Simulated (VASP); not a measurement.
# Ru (P6_3/mmc) in VASP: a series of runs

Runs on Ru. Level: PBE. Tasks: relaxation of shape and atoms at fixed volume, relaxation of cell and atoms.

Program: VASP 6.6.1. These are calculated values, not measurements. Logs are shortened: lines on timing, memory, paths and dates and some standing lists are left out, and cuts for length are marked.

## 1. The cell of the first run

The structure is hexagonal, space group P6_3/mmc (No. 194). The conventional cell has a = 2.704 Å, b = 2.704 Å, c = 4.268 Å, α = 90.00°, β = 90.00°, γ = 120.00°. Within 3.5 Å of Ru (site symmetry -6m2) lie 12 Ru at 2.64 to 2.70 Å.

## 2. Relaxation of shape and atoms at fixed volume, PBE (volume scaled by 0.98)

Contents of INCAR:

```
SYSTEM = Ru
ALGO = Normal ; EDIFF = 1E-7
EDIFFG = -0.001 ; ENCUT = 500
GGA = PE ; GGA_COMPAT = .False.
IBRION = 2 ; ISIF = 4
ISMEAR = -1 ; LASPH = .True.
LCHARG = .False. ; LREAL = .False.
LWAVE = .False. ; NELM = 120
NELMIN = 4 ; NSW = 80
PREC = Accurate ; SIGMA = 0.15
```

Contents of KPOINTS:

```
k-points
0
Gamma
  18 18 10
  0 0 0
```

Contents of POSCAR:

```
Ru
1.0
    2.7039527846      0.0000000000      0.0000000000
   -1.3519763923      2.3416918021      0.0000000000
    0.0000000000      0.0000000000      4.2684717334
Ru
2
Direct
    0.3333333333      0.6666666667      0.2500000000
    0.6666666667      0.3333333333      0.7500000000
```

Potentials or basis: VASP PAW PBE potentials, release 64 (Ru_pv).

Command:

```sh
$ cat potpaw_PBE.64/Ru_pv/POTCAR > POTCAR
$ mpirun -np 1 vasp_std > vasp.out
```

OUTCAR:

```text
SYSTEM = Ru
   EDIFF = 1E-7
   EDIFFG = -0.001
   ENCUT = 500
   GGA = PE
   IBRION = 2
   ISIF = 4
   ISMEAR = -1
   LASPH = .True.
   LREAL = .False.
   NELM = 120
   NELMIN = 4
   NSW = 80
   PREC = Accurate

 ion  position               nearest neighbor table
   1  0.333  0.667  0.250-   2 2.64   2 2.64   2 2.64   2 2.64   2 2.64   2 2.64
   2  0.667  0.333  0.750-   1 2.64   1 2.64   1 2.64   1 2.64   1 2.64   1 2.64

  LATTYP: Found a hexagonal cell.
 ALAT       =     2.7039527846
 C/A-ratio  =     1.5786043890

  Lattice vectors:

 A1 = (   2.7039527846,   0.0000000000,   0.0000000000)
 A2 = (  -1.3519763923,   2.3416918021,   0.0000000000)
 A3 = (   0.0000000000,   0.0000000000,   4.2684717334)

Analysis of symmetry for initial positions (statically):
=====================================================================
 Subroutine PRICEL returns:
 Original cell was already a primitive cell.

 Routine SETGRP: Setting up the symmetry group for a
 hexagonal supercell.

 Subroutine GETGRP returns: Found 24 space group operations
 (whereof 12 operations were pure point group operations)
 out of a pool of 24 trial point group operations.

The static configuration has the point symmetry D_3d.
 The point group associated with its full space group is D_6h.

Analysis of symmetry for dynamics (positions and initial velocities):
=====================================================================
 Subroutine PRICEL returns:
 Original cell was already a primitive cell.

 Routine SETGRP: Setting up the symmetry group for a
 hexagonal supercell.

 Subroutine GETGRP returns: Found 24 space group operations
 (whereof 12 operations were pure point group operations)
 out of a pool of 24 trial point group operations.

The dynamic configuration has the point symmetry D_3d.
 The point group associated with its full space group is D_6h.

 Subroutine INISYM returns: Found 24 space group operations
 (whereof 12 operations are pure point group operations),
 and found     1 'primitive' translations

----------------------------------------------------------------------------------------

                                     Primitive cell

  volume of cell :      27.0272

  direct lattice vectors                    reciprocal lattice vectors
     2.703952785  0.000000000  0.000000000     0.369828943  0.213520840  0.000000000
    -1.351976392  2.341691802  0.000000000     0.000000000  0.427041679  0.000000000
     0.000000000  0.000000000  4.268471733     0.000000000  0.000000000  0.234275887

  length of vectors
     2.703952785  2.703952785  4.268471733     0.427041679  0.427041679  0.234275887

  position of ions in fractional coordinates (direct lattice)
     0.333333333  0.666666667  0.250000000
     0.666666667  0.333333333  0.750000000

  ion indices of the primitive-cell ions
   primitive index   ion index
                 1           1
                 2           2

----------------------------------------------------------------------------------------

 KPOINTS: k-points

Automatic generation of k-mesh.
 Grid dimensions read from file:
 generate k-points for:   18   18   10

 Generating k-lattice:

  Cartesian coordinates                     Fractional coordinates (reciprocal lattice)
     0.020546052  0.011862269  0.000000000     0.055555556  0.000000000  0.000000000
     0.000000000  0.023724538  0.000000000     0.000000000  0.055555556  0.000000000
     0.000000000  0.000000000  0.023427589     0.000000000  0.000000000  0.100000000

  Length of vectors
     0.023724538  0.023724538  0.023427589

  Shift w.r.t. Gamma in fractional coordinates (k-lattice)
     0.000000000  0.000000000  0.000000000

 Subroutine IBZKPT returns following result:
 ===========================================

 Found    222 irreducible k-points:

 Following reciprocal coordinates:
            Coordinates               Weight
  0.000000  0.000000  0.000000      1.000000
  0.055556 -0.000000  0.000000      6.000000
  0.111111 -0.000000  0.000000      6.000000
  0.166667 -0.000000  0.000000      6.000000
  0.222222 -0.000000  0.000000      6.000000
  0.277778 -0.000000  0.000000      6.000000
[... 16 lines left out ...]
  0.333333  0.111111  0.000000     12.000000
  0.388889  0.111111  0.000000     12.000000
 [... further k-points ...]
   k-points           NKPTS =    222   k-points in BZ     NKDIM =    222   number of bands    NBANDS=     18
   number of dos      NEDOS =    301   number of ions     NIONS =      2
   total plane-waves  NPLWV =  12800
   dimension x,y,z NGX =    20 NGY =   20 NGZ =   32
   dimension x,y,z NGXF=    40 NGYF=   40 NGZF=   64
   ions per type =               2
   NGX,Y,Z   is equivalent  to a cutoff of  12.30, 12.30, 12.46 a.u.
   NGXF,Y,Z  is equivalent  to a cutoff of  24.59, 24.59, 24.93 a.u.
 SYSTEM =  Ru
   PREC   = accura    normal or accurate (medium, high low for compatibility)
   ISTART =      0    job   : 0-new  1-cont  2-samecut
   ICHARG =      2    charge: 1-file 2-atom 10-const
   ISPIN  =      1    spin polarized calculation?
   LNONCOLLINEAR =      F non collinear calculations
   LSORBIT =      F    spin-orbit coupling
   LASPH  =      T    aspherical Exc in radial PAW
   ENCUT  =  500.0 eV  36.75 Ry    6.06 a.u.   4.93  4.93  7.78*2*pi/ulx,y,z
   NELM   =    120;   NELMIN=  4; NELMDL= -5     # of ELM steps
   EDIFF  = 0.1E-06   stopping-criterion for ELM
   LREAL  =      F    real-space projection
   EDIFFG = -.1E-02   stopping-criterion for IOM
   NSW    =     80    number of steps for IOM
   IBRION =      2    ionic relax: 0-MD 1-quasi-New 2-CG
   NFREE  =      1    steps in history (QN), initial steepest desc. (CG)
   ISIF   =      4    stress and relaxation
   ISYM   =      2    0-nonsym 1-usesym 2-fastsym
   POTIM  = 0.5000    time-step for ionic-motion
   TEBEG  =    0.0;   TEEND  =   0.0 temperature during run
   PSTRESS=    0.0 pullay stress
   NELECT =      28.0000    total number of electrons
   NUPDOWN=      -1.0000    fix difference up-down
   EMIN   =  10.00;   EMAX   =-10.00  energy-range for DOS
   EFERMI =   0.00;   METHOD = LEGACY
   ISMEAR =    -1;   SIGMA  =   0.15  broadening in eV -4-tet -1-fermi 0-gaus
   EFERMI_NEDOS =   21; number of points for ismear=-14 and -15
   IALGO  =     38    algorithm
   IMIX   =      4    mixing-type and parameters
     AMIX     =   0.40;   BMIX     =  1.00
     AMIX_MAG =   1.60;   BMIX_MAG =  1.00
  volume/ion in A,a.u.               =      13.51        91.19
  Fermi-wavevector in a.u.,A,eV,Ry     =   1.656509  3.130348 37.334680  2.744022
  Thomas-Fermi vector in A             =   2.744421
   LORBIT       =      0    0 simple, 1 ext, 2 COOP (PROOUT), +10 PAW based schemes
   GGA     = PE    functional components
   LHFCALC =     F    Hartree Fock is set to
   AEXX    =    0.0000 exact exchange contribution
   IVDW    =     0    specifies the selected vdW correction
   LEPSILON=     F    determine dielectric tensor
   LRPA    =     F    only Hartree local field effects (RPA)
 conjugate gradient relaxation of ions
 non-spin polarized calculation
  energy-cutoff  :      500.00
  volume of cell :       27.03
 maximum number of plane-waves:       703
 NGX is ok and might be reduce to    20
   NGX =  9   NGY =  9   NGZ = 15

--------------------------------------- Ionic step        1  -------------------------------------------

 number of electron      28.0000005 magnetization

 Free energy of the ion-electron system (eV)
  ---------------------------------------------------
  ext. energy  EPLUGINS =         0.00000000
  ---------------------------------------------------
  free energy    TOTEN  =       -18.52016707 eV

  energy without entropy =      -18.39602317  energy(sigma->0) =      -18.45809512

------------------------ aborting loop because EDIFF is reached ----------------------------------------

  FORCE on cell =-STRESS in cart. coord.  units (eV):
  Direction    XX          YY          ZZ          XY          YZ          ZX
  --------------------------------------------------------------------------------------
  -------------------------------------------------------------------------------------
  Total        1.0720968      1.0720968      1.1459001     -0.0000000     -0.0000000      0.0000000
  in kB       63.5540670     63.5540670     67.9291375     -0.0000000     -0.0000000      0.0000000
  external PRESSURE =      65.0124239 kB  Pullay stress =       0.0000000 kB

 VOLUME and BASIS-vectors are now :
 -----------------------------------------------------------------------------
  energy-cutoff  :      500.00
  volume of cell :       27.03
      direct lattice vectors                 reciprocal lattice vectors
     2.703952785  0.000000000  0.000000000     0.369828943  0.213520840  0.000000000
    -1.351976392  2.341691802  0.000000000     0.000000000  0.427041679  0.000000000
     0.000000000  0.000000000  4.268471733     0.000000000  0.000000000  0.234275887
[... 145 lines left out ...]
 POSITION                                       TOTAL-FORCE (eV/Angst)
 -----------------------------------------------------------------------------------
     -0.00000      1.56063      1.06780         0.000000     -0.000000      0.000000
      1.35154      0.78031      3.20341         0.000000      0.000000      0.000000
 -----------------------------------------------------------------------------------
    total drift:                               -0.000000      0.000000     -0.000000

  FREE ENERGIE OF THE ION-ELECTRON SYSTEM (eV)
  ---------------------------------------------------
  free  energy   TOTEN  =       -18.5201898792 eV

  energy  without entropy=      -18.3960270926  energy(sigma->0) =      -18.45810849

--------------------------------------- Ionic step        6  -------------------------------------------

 number of electron      28.0000005 magnetization

 Free energy of the ion-electron system (eV)
  ---------------------------------------------------
  ext. energy  EPLUGINS =         0.00000000
  ---------------------------------------------------
  free energy    TOTEN  =       -18.52018989 eV

  energy without entropy =      -18.39602846  energy(sigma->0) =      -18.45810917

 E-fermi :  12.9404     XC(G=0): -14.1482

 val. band max:       12.9374733377   @ k =   0.0556  -0.0000   0.1000
 cond. band min:      12.9424683846   @ k =   0.2222   0.1111   0.1000
 fundamental gap:      0.0049950469
 Fermi energy:        12.9403685836

 k-point     1 :       0.0000    0.0000    0.0000
  band No.  band energies     occupation
      1     -30.7390      2.00000
      2     -29.7902      2.00000
      3     -29.7902      2.00000
      4     -29.6162      2.00000
      5     -29.6162      2.00000
      6     -29.5738      2.00000
[... 10 lines left out ...]
     17      14.1193      0.00077
     18      14.2427      0.00034
[... 463 lines left out ...]
 k-point    24 :       0.3889    0.1111    0.0000
  band No.  band energies     occupation
      1     -30.4983      2.00000
      2     -30.3114      2.00000
      3     -30.2510      2.00000
      4     -30.0614      2.00000
      5     -29.8699      2.00000
      6     -29.7906      2.00000
[... 10 lines left out ...]
     17      16.7010      0.00000
     18      20.3676      0.00000

 [... further k-points ...]
[... 5 lines left out ...]
  --------------------------------------------------------------------------------------
  -------------------------------------------------------------------------------------
  Total        1.0937538      1.0937538      1.0964473      0.0000000      0.0000000      0.0000000
  in kB       64.8378947     64.8378947     64.9975653      0.0000000      0.0000000      0.0000000
  external PRESSURE =      64.8911183 kB  Pullay stress =       0.0000000 kB

 VOLUME and BASIS-vectors are now :
 -----------------------------------------------------------------------------
  energy-cutoff  :      500.00
  volume of cell :       27.03
      direct lattice vectors                 reciprocal lattice vectors
     2.703147809 -0.000000000  0.000000000     0.369939075  0.213584425  0.000000000
    -1.351573905  2.340994673 -0.000000000     0.000000000  0.427168849  0.000000000
     0.000000000 -0.000000000  4.271014344     0.000000000  0.000000000  0.234136418

 POSITION                                       TOTAL-FORCE (eV/Angst)
 -----------------------------------------------------------------------------------
     -0.00000      1.56066      1.06775        -0.000000      0.000000     -0.000000
      1.35157      0.78033      3.20326         0.000000     -0.000000      0.000000
 -----------------------------------------------------------------------------------
    total drift:                               -0.000000      0.000000     -0.000000

  FREE ENERGIE OF THE ION-ELECTRON SYSTEM (eV)
  ---------------------------------------------------
  free  energy   TOTEN  =       -18.5201898854 eV

  energy  without entropy=      -18.3960284562  energy(sigma->0) =      -18.45810917

 reached required accuracy - stopping structural energy minimisation
```

It took 2 min on 1 thread of Intel Xeon Platinum 8488C (Sapphire Rapids), shared host; peak memory 0.2 GiB.

What came out:

| Property | Result |
| --- | --- |
| Free energy | -18.5202 eV |
| Energy gained by relaxing | 0.0 meV/atom |
| Ionic steps | 6 |
| Pressure after relaxing | 6.5 GPa |
| Band gap on the k mesh | zero (band 14 reaches 14.42 eV, above the bottom of band 15 at 11.27 eV) |

Final structure:
```
Ru
1.0
     2.70315    0.00000    0.00000
    -1.35157    2.34099    0.00000
     0.00000    0.00000    4.27101
Ru
2
Direct
  0.33333 0.66667 0.25000
  0.66667 0.33333 0.75000
```

Levels at points of the mesh, in eV from the Fermi level:
```
           k point  band 12  band 13  band 14  band 15  band 16  band 17
(0.00, 0.00, 0.00)    -1.94    -1.94    -1.42    -1.42     1.18     1.18
(0.50, 0.00, 0.00)    -1.82    -1.53     1.42     1.84     1.93     4.08
(0.00, 0.00, 0.50)    -2.80    -2.73    -2.73     0.54     0.54     0.54
(0.50, 0.00, 0.50)    -1.08     0.44     0.44     1.68     1.68     3.40
```

Caveat: the cell differs from its parent crystal (volume scaled by 0.98).

## 3. Relaxation of cell and atoms, PBE

This run uses another cell than the first one, of 13.77 Å³/atom, 1.019 times its volume.

Contents of INCAR:

```
ALGO     = Normal         # electronic algorithm
EDIFF    = 1E-7           # SCF threshold, eV
EDIFFG   = -0.001         # ionic threshold
ENCUT    = 500            # plane-wave cutoff, eV
GGA      = PE             # functional
GGA_COMPAT= False        
IBRION   = 2              # ionic algorithm
ISIF     = 3              # what is computed and relaxed
ISMEAR   = -1             # smearing method
LASPH    = True           # aspherical terms in the spheres
LCHARG   = False          # write CHGCAR
LREAL    = False          # projectors in reciprocal space
LWAVE    = False          # write WAVECAR
NELM     = 120            # most SCF steps
NELMIN   = 4            
NSW      = 80             # ionic steps
PREC     = Accurate       # precision mode
SIGMA    = 0.15           # smearing width, eV
```

Contents of KPOINTS:

```
k-points
0
Gamma
  18 18 10
```

Contents of POSCAR:

```
Ru
1.0
    2.7200250908      0.0000000000      0.0000000000
   -1.3600125454      2.3556108275      0.0000000000
    0.0000000000      0.0000000000      4.2967694966
Ru
2
Direct
    0.3333333333      0.6666666667      0.2500000000
    0.6666666667      0.3333333333      0.7500000000
```

Potentials or basis: VASP PAW PBE potentials, release 64 (Ru_pv).

Command:

```sh
$ cat potpaw_PBE.64/Ru_pv/POTCAR > POTCAR
$ mpirun -np 1 vasp_std > vasp.out
```

Wall time 2.3 min (1 thread of Intel Xeon Platinum 8488C (Sapphire Rapids), shared host); peak memory 0.21 GiB.

The run converged. Its results:

| Quantity | Value |
| --- | --- |
| Free energy | -18.5313 eV |
| Relaxed volume | 13.79 Å³/atom |
| Relaxed cell | a = 2.722 Å, b = 2.722 Å, c = 4.297 Å, α = 90.00°, β = 90.00°, γ = 120.00° |
| Space group after relaxing (to 0.05 Å) | P6_3/mmc (No. 194) |
| Energy gained by relaxing | 0.0 meV/atom |
| Ionic steps | 6 |
| Pressure after relaxing | 0.0 GPa |
| Band gap on the k mesh | zero (band 14 reaches 14.02 eV, above the bottom of band 15 at 10.96 eV) |

Final structure:
```cif
data_structure
_symmetry_space_group_name_H-M 'P 1'
_symmetry_Int_Tables_number 1
_cell_length_a 2.7220
_cell_length_b 2.7220
_cell_length_c 4.2971
_cell_angle_alpha 90.000
_cell_angle_beta 90.000
_cell_angle_gamma 120.000
_cell_volume 27.57
loop_
_atom_site_label
_atom_site_type_symbol
_atom_site_fract_x
_atom_site_fract_y
_atom_site_fract_z
_atom_site_occupancy
Ru1 Ru 0.33333 0.66667 0.25000 1
Ru2 Ru 0.66667 0.33333 0.75000 1
```

Levels at points of the mesh, in eV from the Fermi level:
```csv
k point,band 10,band 11,band 12,band 13,band 14,band 15,band 16,band 17,band 18
"(0.00, 0.00, 0.00)",-2.55,-2.35,-1.88,-1.88,-1.39,-1.39,1.14,1.14,1.29
"(0.50, 0.00, 0.00)",-2.97,-2.03,-1.79,-1.49,1.36,1.78,1.86,3.97,6.00
"(0.00, 0.00, 0.50)",-2.72,-2.72,-2.72,-2.66,-2.66,0.52,0.52,0.52,0.52
"(0.50, 0.00, 0.50)",-4.43,-1.05,-1.05,0.43,0.43,1.62,1.62,3.32,3.32
```
